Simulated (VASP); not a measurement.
# Ta (Im-3m) in VASP: notebook

Runs on Ta. Level: LDA. Tasks: single point.

Program: VASP 6.6.1. These are calculated values, not measurements. Logs are shortened: lines on timing, memory, paths and dates and some standing lists are left out, and cuts for length are marked.

**1. The cell of the first run**

The structure is cubic, space group Im-3m (No. 229). Conventional cell: a = 3.303 Å, b = 3.303 Å, c = 3.303 Å, α = 90.00°, β = 90.00°, γ = 90.00°. Ta (site symmetry m-3m) has 14 Ta at 2.86 to 3.30 Å within 3.8 Å.

**2. Single point, LDA**

Input file INCAR:

```
SYSTEM = Ta
PREC = Accurate
ENCUT = 500
EDIFF = 1E-6
ISMEAR = -1
SIGMA = 0.1
LREAL = .False.
LASPH = .True.
NELM = 120
ALGO = Normal
ISIF = 2
LWAVE = .False.
LCHARG = .False.
NBANDS = 12
GGA_COMPAT = .False.
```

Input file KPOINTS:

```
Automatic mesh
0
Gamma
  6 6 6
  0.5 0.5 0.5
```

Input file POSCAR:

```
Ta
1.0
   -1.6512800000      1.6512800000      1.6512800000
    1.6512800000     -1.6512800000      1.6512800000
    1.6512800000      1.6512800000     -1.6512800000
Ta
1
Direct
    0.0000000000      0.0000000000      0.0000000000
```

Potentials or basis: VASP PAW LDA potentials, release 64 (Ta_pv).

Launch:

```console
> cat potpaw_LDA.64/Ta_pv/POTCAR > POTCAR
> mpirun -np 1 vasp_std > vasp.out
```

OUTCAR:

```text
SYSTEM = Ta
   PREC = Accurate
   ENCUT = 500
   EDIFF = 1E-6
   ISMEAR = -1
   LREAL = .False.
   LASPH = .True.
   NELM = 120
   ISIF = 2

 ion  position               nearest neighbor table
   1  0.000  0.000  0.000-

  LATTYP: Found a body centered cubic cell.
 ALAT       =     3.3025600000

  Lattice vectors:

 A1 = (  -1.6512800000,   1.6512800000,   1.6512800000)
 A2 = (   1.6512800000,  -1.6512800000,   1.6512800000)
 A3 = (   1.6512800000,   1.6512800000,  -1.6512800000)

Analysis of symmetry for initial positions (statically):
=====================================================================
 Subroutine PRICEL returns:
 Original cell was already a primitive cell.

 Routine SETGRP: Setting up the symmetry group for a
 body centered cubic supercell.

 Subroutine GETGRP returns: Found 48 space group operations
 (whereof 48 operations were pure point group operations)
 out of a pool of 48 trial point group operations.

The static configuration has the point symmetry O_h .

Analysis of symmetry for dynamics (positions and initial velocities):
=====================================================================
 Subroutine PRICEL returns:
 Original cell was already a primitive cell.

 Routine SETGRP: Setting up the symmetry group for a
 body centered cubic supercell.

 Subroutine GETGRP returns: Found 48 space group operations
 (whereof 48 operations were pure point group operations)
 out of a pool of 48 trial point group operations.

The dynamic configuration has the point symmetry O_h .

 Subroutine INISYM returns: Found 48 space group operations
 (whereof 48 operations are pure point group operations),
 and found     1 'primitive' translations

----------------------------------------------------------------------------------------

                                     Primitive cell

  volume of cell :      18.0104

  direct lattice vectors                    reciprocal lattice vectors
    -1.651280000  1.651280000  1.651280000     0.000000000  0.302795407  0.302795407
     1.651280000 -1.651280000  1.651280000     0.302795407  0.000000000  0.302795407
     1.651280000  1.651280000 -1.651280000     0.302795407  0.302795407  0.000000000

  length of vectors
     2.860100858  2.860100858  2.860100858     0.428217371  0.428217371  0.428217371

  position of ions in fractional coordinates (direct lattice)
     0.000000000  0.000000000  0.000000000

  ion indices of the primitive-cell ions
   primitive index   ion index
                 1           1

----------------------------------------------------------------------------------------

 KPOINTS: Automatic mesh

Automatic generation of k-mesh.
 Grid dimensions read from file:
 generate k-points for:    6    6    6

 Generating k-lattice:

  Cartesian coordinates                     Fractional coordinates (reciprocal lattice)
     0.000000000  0.050465901  0.050465901     0.166666667  0.000000000  0.000000000
     0.050465901  0.000000000  0.050465901     0.000000000  0.166666667  0.000000000
     0.050465901  0.050465901  0.000000000     0.000000000  0.000000000  0.166666667

  Length of vectors
     0.071369562  0.071369562  0.071369562

  Shift w.r.t. Gamma in fractional coordinates (k-lattice)
     0.500000000  0.500000000  0.500000000

 Subroutine IBZKPT returns following result:
 ===========================================

 Found     14 irreducible k-points:

 Following reciprocal coordinates:
            Coordinates               Weight
  0.083333  0.083333  0.083333      8.000000
  0.250000  0.083333  0.083333     24.000000
  0.416667  0.083333  0.083333     12.000000
 -0.083333  0.083333  0.083333      6.000000
  0.250000  0.250000  0.083333     24.000000
 -0.250000  0.250000  0.083333     24.000000
 -0.416667  0.416667  0.083333     24.000000
 -0.250000  0.416667  0.083333     24.000000
 -0.416667 -0.416667  0.083333     24.000000
  0.250000  0.250000  0.250000      2.000000
 -0.250000  0.250000  0.250000      6.000000
 -0.416667  0.416667  0.250000     24.000000
 -0.416667 -0.416667  0.250000      8.000000
 -0.416667  0.416667  0.416667      6.000000
   k-points           NKPTS =     14   k-points in BZ     NKDIM =     14   number of bands    NBANDS=     12
   number of dos      NEDOS =    301   number of ions     NIONS =      1
   total plane-waves  NPLWV =  13824
   dimension x,y,z NGX =    24 NGY =   24 NGZ =   24
   dimension x,y,z NGXF=    48 NGYF=   48 NGZF=   48
   ions per type =               1
   NGX,Y,Z   is equivalent  to a cutoff of  13.95, 13.95, 13.95 a.u.
   NGXF,Y,Z  is equivalent  to a cutoff of  27.90, 27.90, 27.90 a.u.
 SYSTEM =  Ta
   PREC   = accura    normal or accurate (medium, high low for compatibility)
   ISTART =      0    job   : 0-new  1-cont  2-samecut
   ICHARG =      2    charge: 1-file 2-atom 10-const
   ISPIN  =      1    spin polarized calculation?
   LNONCOLLINEAR =      F non collinear calculations
   LSORBIT =      F    spin-orbit coupling
   LASPH  =      T    aspherical Exc in radial PAW
   ENCUT  =  500.0 eV  36.75 Ry    6.06 a.u.   5.21  5.21  5.21*2*pi/ulx,y,z
   NELM   =    120;   NELMIN=  2; NELMDL= -5     # of ELM steps
   EDIFF  = 0.1E-05   stopping-criterion for ELM
   LREAL  =      F    real-space projection
   EDIFFG = 0.1E-04   stopping-criterion for IOM
   NSW    =      0    number of steps for IOM
   IBRION =     -1    ionic relax: 0-MD 1-quasi-New 2-CG
   NFREE  =      0    steps in history (QN), initial steepest desc. (CG)
   ISIF   =      2    stress and relaxation
   ISYM   =      2    0-nonsym 1-usesym 2-fastsym
   POTIM  = 0.5000    time-step for ionic-motion
   TEBEG  =    0.0;   TEEND  =   0.0 temperature during run
   PSTRESS=    0.0 pullay stress
   NELECT =      11.0000    total number of electrons
   NUPDOWN=      -1.0000    fix difference up-down
   EMIN   =  10.00;   EMAX   =-10.00  energy-range for DOS
   EFERMI =   0.00;   METHOD = LEGACY
   ISMEAR =    -1;   SIGMA  =   0.10  broadening in eV -4-tet -1-fermi 0-gaus
   EFERMI_NEDOS =   21; number of points for ismear=-14 and -15
   IALGO  =     38    algorithm
   IMIX   =      4    mixing-type and parameters
     AMIX     =   0.40;   BMIX     =  1.00
     AMIX_MAG =   1.60;   BMIX_MAG =  1.00
  volume/ion in A,a.u.               =      18.01       121.54
  Fermi-wavevector in a.u.,A,eV,Ry     =   1.388988  2.624806 26.249534  1.929286
  Thomas-Fermi vector in A             =   2.513061
   LORBIT       =      0    0 simple, 1 ext, 2 COOP (PROOUT), +10 PAW based schemes
   GGA     = CA    functional components
   LHFCALC =     F    Hartree Fock is set to
   AEXX    =    0.0000 exact exchange contribution
   IVDW    =     0    specifies the selected vdW correction
   LEPSILON=     F    determine dielectric tensor
   LRPA    =     F    only Hartree local field effects (RPA)
 non-spin polarized calculation
  energy-cutoff  :      500.00
  volume of cell :       18.01
 maximum number of plane-waves:       466
 NGX is ok and might be reduce to    24
   NGX = 11   NGY = 11   NGZ = 11

 number of electron      11.0000002 magnetization

 Free energy of the ion-electron system (eV)
  ---------------------------------------------------
  ext. energy  EPLUGINS =         0.00000000
  ---------------------------------------------------
  free energy    TOTEN  =       -12.86624528 eV

  energy without entropy =      -12.82746997  energy(sigma->0) =      -12.84685762

 E-fermi :   5.3681     XC(G=0): -12.7920

 val. band max:        5.2800728681   @ k =  -0.2500   0.2500   0.0833
 cond. band min:       5.7908113204   @ k =  -0.4167   0.4167   0.0833
 fundamental gap:      0.5107384523
 Fermi energy:         5.3681041758

 k-point     1 :       0.0833    0.0833    0.0833
  band No.  band energies     occupation
      1     -27.9404      2.00000
      2     -27.5329      2.00000
      3     -27.5329      2.00000
      4      -0.7521      2.00000
      5       5.1507      1.79574
      6       5.1507      1.79574
      7       8.2308      0.00000
      8       9.0905      0.00000
      9       9.0905      0.00000
     10      19.1285      0.00000
     11      21.6124      0.00000
     12      22.7133      0.00000

 k-point     2 :       0.2500    0.0833    0.0833
  band No.  band energies     occupation
      1     -28.3958      2.00000
      2     -27.7725      2.00000
      3     -27.5498      2.00000
      4       1.3427      2.00000
      5       4.1341      1.99999
      6       4.7871      1.99402
      7       9.2708      0.00000
      8       9.8735      0.00000
      9      11.6765      0.00000
     10      19.0737      0.00000
     11      19.4446      0.00000
     12      19.7934      0.00000

 k-point     3 :       0.4167    0.0833    0.0833
  band No.  band energies     occupation
      1     -28.5901      2.00000
      2     -27.9137      2.00000
      3     -27.5584      2.00000
      4       1.6602      2.00000
      5       3.7615      2.00000
      6       6.4145      0.00006
      7       9.4735      0.00000
      8      10.2774      0.00000
      9      14.1831      0.00000
     10      15.9138      0.00000
     11      18.1169      0.00000
     12      19.1378      0.00000

 k-point     4 :      -0.0833    0.0833    0.0833
  band No.  band energies     occupation
      1     -27.5881      2.00000
      2     -27.5245      2.00000
      3     -27.5245      2.00000
      4      -1.8300      2.00000
      5       6.0210      0.00292
      6       6.0210      0.00292
      7       6.3808      0.00008
      8       8.3839      0.00000
      9       9.6766      0.00000
     10      19.1294      0.00000
     11      21.5278      0.00000
     12      21.5341      0.00000

 k-point     5 :       0.2500    0.2500    0.0833
  band No.  band energies     occupation
      1     -28.4160      2.00000
      2     -28.0280      2.00000
      3     -27.6808      2.00000
      4       2.8807      2.00000
      5       4.0377      2.00000
      6       4.7068      1.99732
      7       9.7846      0.00000
      8      10.2343      0.00000
      9      14.7832      0.00000
     10      15.4677      0.00000
     11      19.1360      0.00000
     12      19.2762      0.00000
[... 78 lines left out ...]
      1     -28.1196      2.00000
      2     -27.8815      2.00000
      3     -27.8815      2.00000
      4       1.7654      2.00000
      5       4.4358      1.99982
      6       6.6441      0.00001
      7       6.6441      0.00001
      8       8.5577      0.00000
      9      10.3695      0.00000
     10      19.1229      0.00000
     11      20.1208      0.00000
     12      24.8837      0.00000

 k-point    12 :      -0.4167    0.4167    0.2500
  band No.  band energies     occupation
      1     -28.4334      2.00000
      2     -28.0598      2.00000
      3     -27.9120      2.00000
      4       2.5784      2.00000
      5       3.4165      2.00000
      6       6.5756      0.00001
      7       7.2740      0.00000
      8      11.6847      0.00000
      9      11.8054      0.00000
     10      18.2146      0.00000
     11      19.1425      0.00000
     12      20.6603      0.00000

 k-point    13 :      -0.4167   -0.4167    0.2500
  band No.  band energies     occupation
      1     -28.3360      2.00000
      2     -28.3360      2.00000
      3     -27.9536      2.00000
      4       2.7047      2.00000
      5       2.7047      2.00000
      6       6.1656      0.00069
      7      10.4000      0.00000
      8      10.4000      0.00000
      9      15.3978      0.00000
     10      16.6036      0.00000
     11      16.6036      0.00000
     12      19.1324      0.00000

 k-point    14 :      -0.4167    0.4167    0.4167
  band No.  band energies     occupation
      1     -28.3062      2.00000
      2     -28.2486      2.00000
      3     -28.2486      2.00000
      4       1.9128      2.00000
      5       2.0315      2.00000
      6      10.0777      0.00000
      7      10.0777      0.00000
      8      11.5881      0.00000
      9      12.4555      0.00000
     10      16.9545      0.00000
     11      16.9545      0.00000
     12      19.1215      0.00000

------------------------ aborting loop because EDIFF is reached ----------------------------------------

  FORCE on cell =-STRESS in cart. coord.  units (eV):
  Direction    XX          YY          ZZ          XY          YZ          ZX
  --------------------------------------------------------------------------------------
  -------------------------------------------------------------------------------------
  Total       -1.0519649     -1.0519649     -1.0519649     -0.0000000      0.0000000     -0.0000000
  in kB      -93.5814278    -93.5814278    -93.5814278     -0.0000000      0.0000000     -0.0000000
  external PRESSURE =     -93.5814278 kB  Pullay stress =       0.0000000 kB

 VOLUME and BASIS-vectors are now :
 -----------------------------------------------------------------------------
  energy-cutoff  :      500.00
  volume of cell :       18.01
      direct lattice vectors                 reciprocal lattice vectors
    -1.651280000  1.651280000  1.651280000     0.000000000  0.302795407  0.302795407
     1.651280000 -1.651280000  1.651280000     0.302795407  0.000000000  0.302795407
     1.651280000  1.651280000 -1.651280000     0.302795407  0.302795407  0.000000000

 POSITION                                       TOTAL-FORCE (eV/Angst)
 -----------------------------------------------------------------------------------
      0.00000      0.00000      0.00000        -0.000000     -0.000000      0.000000
 -----------------------------------------------------------------------------------
    total drift:                                0.000000      0.000000      0.000000

  FREE ENERGIE OF THE ION-ELECTRON SYSTEM (eV)
  ---------------------------------------------------
  free  energy   TOTEN  =       -12.8662452782 eV

  energy  without entropy=      -12.8274699685  energy(sigma->0) =      -12.84685762
```

It used 4.1 s of CPU time on 1 thread of AMD EPYC 7R13 Processor (Zen 3), on a shared host.

Results:

- Free energy: -12.8662 eV
- Pressure: -9.4 GPa

Caveat: the k points lie up to 0.45 Å⁻¹ apart; spin-orbit coupling is left out, which moves the levels of the heavy elements.

(Part 1 of 2 ends here.)
